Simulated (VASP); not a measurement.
# Dy3C in VASP: notebook

The runs below take Dy3C through single point, with PBE.

All numbers are computed with VASP 6.6.1; they aren't measurements. Logs are shortened: lines on timing, memory, paths and dates and some standing lists are left out, and cuts for length are marked.

**1. The cell of the first run**

The typed cell holds 8 atoms: a = 4.461 Å, b = 4.461 Å, c = 9.542 Å, α = 90.00°, β = 90.00°, γ = 90.00°.

The cell was generated, and may not be a known phase.

**2. Single point, PBE**

Input file INCAR:

```
SYSTEM = Dy3C
ALGO = Normal
EDIFF = 1E-6
ENCUT = 600
GGA = PE
GGA_COMPAT = .FALSE.
ISIF = 2
ISMEAR = 0
LASPH = .TRUE.
LCHARG = .TRUE.
LELF = .TRUE.
LMAXMIX = 6
LREAL = .FALSE.
LVHAR = .TRUE.
LWAVE = .FALSE.
NBANDS = 41
NELM = 200
PREC = Accurate
SIGMA = 0.2
```

Input file KPOINTS:

```
k-points
0
G
  4 4 2
  0 0 0
```

Input file POSCAR:

```
Dy3C
1.0
    4.4611096195      0.0000000000      0.0000000000
    0.0000000000      4.4611096195      0.0000000000
    0.0000000000      0.0000000000      9.5417435101
Dy C
6 2
Direct
    0.0000000000      0.0000000000      0.3566707949
    0.0000000000      0.0000000000      0.6433292051
    0.5000000000      0.5000000000      0.6433292051
    0.5000000000      0.5000000000      0.3566707949
    0.0000000000      0.0000000000      0.0000000000
    0.5000000000      0.5000000000      0.0000000000
    0.0000000000      0.5000000000      0.5000115821
    0.5000000000      0.0000000000      0.4999884179
```

Potentials or basis: VASP PAW PBE potentials, release 64 (Dy_3, C), 4f in core.

On the command line:

```
$ cat potpaw_PBE.64/Dy_3/POTCAR potpaw_PBE.64/C/POTCAR > POTCAR
$ mpirun -np 1 vasp_std > vasp.out
```

OUTCAR:

```text
SYSTEM = Dy3C
   EDIFF = 1E-6
   ENCUT = 600
   GGA = PE
   ISIF = 2
   ISMEAR = 0
   LASPH = .TRUE.
   LREAL = .FALSE.
   NELM = 200
   PREC = Accurate

 ion  position               nearest neighbor table
   1  0.000  0.000  0.357-   8 2.62   8 2.62   7 2.62   7 2.62   2 2.74   4 3.15   4 3.15   4 3.15
                             4 3.15   5 3.40
   2  0.000  0.000  0.643-   7 2.62   7 2.62   8 2.62   8 2.62   1 2.74   3 3.15   3 3.15   3 3.15
                             3 3.15   5 3.40
   3  0.500  0.500  0.643-   7 2.62   7 2.62   8 2.62   8 2.62   4 2.74   2 3.15   2 3.15   2 3.15
                             2 3.15   6 3.40
   4  0.500  0.500  0.357-   8 2.62   8 2.62   7 2.62   7 2.62   3 2.74   1 3.15   1 3.15   1 3.15
                             1 3.15   6 3.40
   5  0.000  0.000  0.000-   6 3.15   6 3.15   6 3.15   6 3.15   1 3.40   2 3.40
   6  0.500  0.500  0.000-   5 3.15   5 3.15   5 3.15   5 3.15   3 3.40   4 3.40
   7  0.000  0.500  0.500-   2 2.62   3 2.62   2 2.62   3 2.62   1 2.62   1 2.62   4 2.62   4 2.62

   8  0.500  0.000  0.500-   1 2.62   4 2.62   4 2.62   1 2.62   3 2.62   3 2.62   2 2.62   2 2.62

  LATTYP: Found a simple tetragonal cell.
 ALAT       =     4.4611096195
 C/A-ratio  =     2.1388722367

  Lattice vectors:

 A1 = (   4.4611096195,   0.0000000000,   0.0000000000)
 A2 = (   0.0000000000,   4.4611096195,   0.0000000000)
 A3 = (   0.0000000000,   0.0000000000,   9.5417435101)

Analysis of symmetry for initial positions (statically):
=====================================================================
 Subroutine PRICEL returns:
 Original cell was already a primitive cell.

 Routine SETGRP: Setting up the symmetry group for a
 simple tetragonal supercell.

 Subroutine GETGRP returns: Found 16 space group operations
 (whereof  8 operations were pure point group operations)
 out of a pool of 16 trial point group operations.

The static configuration has the point symmetry D_2d.
 The point group associated with its full space group is D_4h.

Analysis of symmetry for dynamics (positions and initial velocities):
=====================================================================
 Subroutine PRICEL returns:
 Original cell was already a primitive cell.

 Routine SETGRP: Setting up the symmetry group for a
 simple tetragonal supercell.

 Subroutine GETGRP returns: Found 16 space group operations
 (whereof  8 operations were pure point group operations)
 out of a pool of 16 trial point group operations.

The dynamic configuration has the point symmetry D_2d.
 The point group associated with its full space group is D_4h.

 Subroutine INISYM returns: Found 16 space group operations
 (whereof  8 operations are pure point group operations),
 and found     1 'primitive' translations

----------------------------------------------------------------------------------------

                                     Primitive cell

  volume of cell :     189.8950

  direct lattice vectors                    reciprocal lattice vectors
     4.461109620  0.000000000  0.000000000     0.224159477  0.000000000  0.000000000
     0.000000000  4.461109620  0.000000000     0.000000000  0.224159477  0.000000000
     0.000000000  0.000000000  9.541743510     0.000000000  0.000000000  0.104802649

  length of vectors
     4.461109620  4.461109620  9.541743510     0.224159477  0.224159477  0.104802649

  position of ions in fractional coordinates (direct lattice)
     0.000000000  0.000000000  0.356670795
     0.000000000  0.000000000  0.643329205
     0.500000000  0.500000000  0.643329205
     0.500000000  0.500000000  0.356670795
     0.000000000  0.000000000  0.000000000
     0.500000000  0.500000000  0.000000000
     0.000000000  0.500000000  0.500011582
     0.500000000  0.000000000  0.499988418

  ion indices of the primitive-cell ions
   primitive index   ion index
                 1           1
                 2           2
                 3           3
                 4           4
                 5           5
                 6           6
                 7           7
                 8           8

----------------------------------------------------------------------------------------

 KPOINTS: k-points

Automatic generation of k-mesh.
 Grid dimensions read from file:
 generate k-points for:    4    4    2

 Generating k-lattice:

  Cartesian coordinates                     Fractional coordinates (reciprocal lattice)
     0.056039869  0.000000000  0.000000000     0.250000000  0.000000000  0.000000000
     0.000000000  0.056039869  0.000000000     0.000000000  0.250000000  0.000000000
     0.000000000  0.000000000  0.052401325     0.000000000  0.000000000  0.500000000

  Length of vectors
     0.056039869  0.056039869  0.052401325

  Shift w.r.t. Gamma in fractional coordinates (k-lattice)
     0.000000000  0.000000000  0.000000000

 Subroutine IBZKPT returns following result:
 ===========================================

 Found     12 irreducible k-points:

 Following reciprocal coordinates:
            Coordinates               Weight
  0.000000  0.000000  0.000000      1.000000
  0.250000  0.000000  0.000000      4.000000
  0.500000  0.000000  0.000000      2.000000
  0.250000  0.250000  0.000000      4.000000
  0.500000  0.250000  0.000000      4.000000
  0.500000  0.500000  0.000000      1.000000
  0.000000  0.000000  0.500000      1.000000
  0.250000  0.000000  0.500000      4.000000
  0.500000  0.000000  0.500000      2.000000
  0.250000  0.250000  0.500000      4.000000
  0.500000  0.250000  0.500000      4.000000
  0.500000  0.500000  0.500000      1.000000
   k-points           NKPTS =     12   k-points in BZ     NKDIM =     12   number of bands    NBANDS=     41
   number of dos      NEDOS =    301   number of ions     NIONS =      8
   total plane-waves  NPLWV = 103680
   dimension x,y,z NGX =    36 NGY =   36 NGZ =   80
   dimension x,y,z NGXF=    72 NGYF=   72 NGZF=  160
   ions per type =               6   2
   NGX,Y,Z   is equivalent  to a cutoff of  13.42, 13.42, 13.94 a.u.
   NGXF,Y,Z  is equivalent  to a cutoff of  26.83, 26.83, 27.88 a.u.
 SYSTEM =  Dy3C
   PREC   = accura    normal or accurate (medium, high low for compatibility)
   ISTART =      0    job   : 0-new  1-cont  2-samecut
   ICHARG =      2    charge: 1-file 2-atom 10-const
   ISPIN  =      1    spin polarized calculation?
   LNONCOLLINEAR =      F non collinear calculations
   LSORBIT =      F    spin-orbit coupling
   LASPH  =      T    aspherical Exc in radial PAW
   ENCUT  =  600.0 eV  44.10 Ry    6.64 a.u.   8.91  8.91 19.06*2*pi/ulx,y,z
   NELM   =    200;   NELMIN=  2; NELMDL= -5     # of ELM steps
   EDIFF  = 0.1E-05   stopping-criterion for ELM
   LREAL  =      F    real-space projection
   EDIFFG = 0.1E-04   stopping-criterion for IOM
   NSW    =      0    number of steps for IOM
   IBRION =     -1    ionic relax: 0-MD 1-quasi-New 2-CG
   NFREE  =      0    steps in history (QN), initial steepest desc. (CG)
   ISIF   =      2    stress and relaxation
   ISYM   =      2    0-nonsym 1-usesym 2-fastsym
   POTIM  = 0.5000    time-step for ionic-motion
   TEBEG  =    0.0;   TEEND  =   0.0 temperature during run
   PSTRESS=    0.0 pullay stress
   NELECT =      62.0000    total number of electrons
   NUPDOWN=      -1.0000    fix difference up-down
   EMIN   =  10.00;   EMAX   =-10.00  energy-range for DOS
   EFERMI =   0.00;   METHOD = LEGACY
   ISMEAR =     0;   SIGMA  =   0.20  broadening in eV -4-tet -1-fermi 0-gaus
   EFERMI_NEDOS =   21; number of points for ismear=-14 and -15
   IALGO  =     38    algorithm
   IMIX   =      4    mixing-type and parameters
     AMIX     =   0.40;   BMIX     =  1.00
     AMIX_MAG =   1.60;   BMIX_MAG =  1.00
  volume/ion in A,a.u.               =      23.74       160.18
  Fermi-wavevector in a.u.,A,eV,Ry     =   1.127286  2.130262 17.289935  1.270774
  Thomas-Fermi vector in A             =   2.263972
   LORBIT       =      0    0 simple, 1 ext, 2 COOP (PROOUT), +10 PAW based schemes
   GGA     = PE    functional components
   LHFCALC =     F    Hartree Fock is set to
   AEXX    =    0.0000 exact exchange contribution
   IVDW    =     0    specifies the selected vdW correction
   LEPSILON=     F    determine dielectric tensor
   LRPA    =     F    only Hartree local field effects (RPA)
 non-spin polarized calculation
 Gauss-broadening in eV      SIGMA  =   0.20
  energy-cutoff  :      600.00
  volume of cell :      189.89
 maximum number of plane-waves:      6408
 NGX is ok and might be reduce to    36
   NGX = 17   NGY = 17   NGZ = 39

 number of electron      62.0000009 magnetization

 Free energy of the ion-electron system (eV)
  ---------------------------------------------------
  ext. energy  EPLUGINS =         0.00000000
  ---------------------------------------------------
  free energy    TOTEN  =       -42.40108413 eV

  energy without entropy =      -42.28384352  energy(sigma->0) =      -42.34246383

 E-fermi :   3.6024     XC(G=0): -10.2209

 val. band max:        3.5547671317   @ k =   0.2500   0.2500   0.5000
 cond. band min:       3.6168697559   @ k =   0.2500   0.0000   0.5000
 fundamental gap:      0.0621026241
 Fermi energy:         3.6024411370

 k-point     1 :       0.0000    0.0000    0.0000
  band No.  band energies     occupation
      1     -20.6949      2.00000
      2     -20.3627      2.00000
      3     -20.2642      2.00000
      4     -20.2642      2.00000
      5     -20.2093      2.00000
      6     -20.2093      2.00000
[... 33 lines left out ...]
     40       6.5460      0.00000
     41       7.4846      0.00000

 k-point     2 :       0.2500    0.0000    0.0000
  band No.  band energies     occupation
      1     -20.6455      2.00000
      2     -20.4122      2.00000
      3     -20.1632      2.00000
      4     -20.1448      2.00000
      5     -20.1096      2.00000
      6     -20.0871      2.00000
[... 33 lines left out ...]
     40       6.7807      0.00000
     41       7.1735      0.00000

 k-point     3 :       0.5000    0.0000    0.0000
  band No.  band energies     occupation
      1     -20.5279      2.00000
      2     -20.5279      2.00000
      3     -19.8855      2.00000
      4     -19.8855      2.00000
      5     -19.8479      2.00000
      6     -19.8479      2.00000
[... 33 lines left out ...]
     40       6.0573      0.00000
     41       6.6354      0.00000

 k-point     4 :       0.2500    0.2500    0.0000
  band No.  band energies     occupation
      1     -20.6090      2.00000
      2     -20.4409      2.00000
      3     -20.3478      2.00000
      4     -20.2990      2.00000
      5     -20.0444      2.00000
      6     -19.9301      2.00000
[... 297 lines left out ...]
     40       5.8891      0.00000
     41       6.3822      0.00000

 k-point    11 :       0.5000    0.2500    0.5000
  band No.  band energies     occupation
      1     -20.5548      2.00000
      2     -20.5548      2.00000
      3     -20.2454      2.00000
      4     -20.2454      2.00000
      5     -20.2394      2.00000
      6     -20.2394      2.00000
[... 33 lines left out ...]
     40       5.0562      0.00000
     41       6.0667      0.00000

 k-point    12 :       0.5000    0.5000    0.5000
  band No.  band energies     occupation
      1     -20.5475      2.00000
      2     -20.5475      2.00000
      3     -20.4241      2.00000
      4     -20.4241      2.00000
      5     -20.3943      2.00000
      6     -20.3943      2.00000
[... 33 lines left out ...]
     40       5.5504      0.00000
     41       6.0522      0.00000

------------------------ aborting loop because EDIFF is reached ----------------------------------------

  FORCE on cell =-STRESS in cart. coord.  units (eV):
  Direction    XX          YY          ZZ          XY          YZ          ZX
  --------------------------------------------------------------------------------------
  -------------------------------------------------------------------------------------
  Total        0.2865835      0.2865835      0.3802356      0.0000000      0.0000000      0.0000000
  in kB        2.4179554      2.4179554      3.2081146      0.0000000      0.0000000      0.0000000
  external PRESSURE =       2.6813418 kB  Pullay stress =       0.0000000 kB

 VOLUME and BASIS-vectors are now :
 -----------------------------------------------------------------------------
  energy-cutoff  :      600.00
  volume of cell :      189.89
      direct lattice vectors                 reciprocal lattice vectors
     4.461109620  0.000000000  0.000000000     0.224159477  0.000000000  0.000000000
     0.000000000  4.461109620  0.000000000     0.000000000  0.224159477  0.000000000
     0.000000000  0.000000000  9.541743510     0.000000000  0.000000000  0.104802649

 POSITION                                       TOTAL-FORCE (eV/Angst)
 -----------------------------------------------------------------------------------
      0.00000      0.00000      3.40326         0.000000      0.000000     -0.054544
      0.00000      0.00000      6.13848         0.000000     -0.000000      0.054544
      2.23055      2.23055      6.13848         0.000000      0.000000      0.054544
      2.23055      2.23055      3.40326         0.000000      0.000000     -0.054544
      0.00000      0.00000      0.00000         0.000000     -0.000000      0.000000
      2.23055      2.23055      0.00000         0.000000      0.000000      0.000000
      0.00000      2.23055      4.77098         0.000000      0.000000     -0.000385
      2.23055      0.00000      4.77076         0.000000      0.000000      0.000385
 -----------------------------------------------------------------------------------
    total drift:                                0.000000      0.000000      0.000000

  FREE ENERGIE OF THE ION-ELECTRON SYSTEM (eV)
  ---------------------------------------------------
  free  energy   TOTEN  =       -42.4010841277 eV

  energy  without entropy=      -42.2838435244  energy(sigma->0) =      -42.34246383
```

Run time: 1.9 min. Hardware: 1 thread of Intel Xeon Platinum 8488C (Sapphire Rapids), shared host; peak memory 0.34 GiB.

Results:

| Quantity | Value |
| --- | --- |
| Free energy | -42.4011 eV |
| Pressure | 0.3 GPa |
| Largest force | 0.055 eV/Å |
| Band gap on the k mesh | zero (bands 31 and 32 overlap by 1.42 eV) |

Forces on the atoms (eV/Å):
```
Dy   0.000  0.000 -0.055
Dy   0.000  0.000  0.055
Dy   0.000  0.000  0.055
Dy   0.000  0.000 -0.055
Dy   0.000  0.000  0.000
Dy   0.000  0.000  0.000
C    0.000  0.000  0.000
C    0.000  0.000  0.000
```

Stress tensor (GPa, compression positive):
```
0.24 0.00 0.00
0.00 0.24 0.00
0.00 0.00 0.32
```

Caveat: spin-orbit coupling is left out, which moves the levels of the heavy elements; the 4f electrons are frozen in the core, so they carry no moment and show no levels. Spin polarisation is off, so any magnetic state and its effect on volume and gap are missing.

[end of part 1 of 2]

The gap in the log of VASP goes by the Fermi energy; the results here count the filled bands.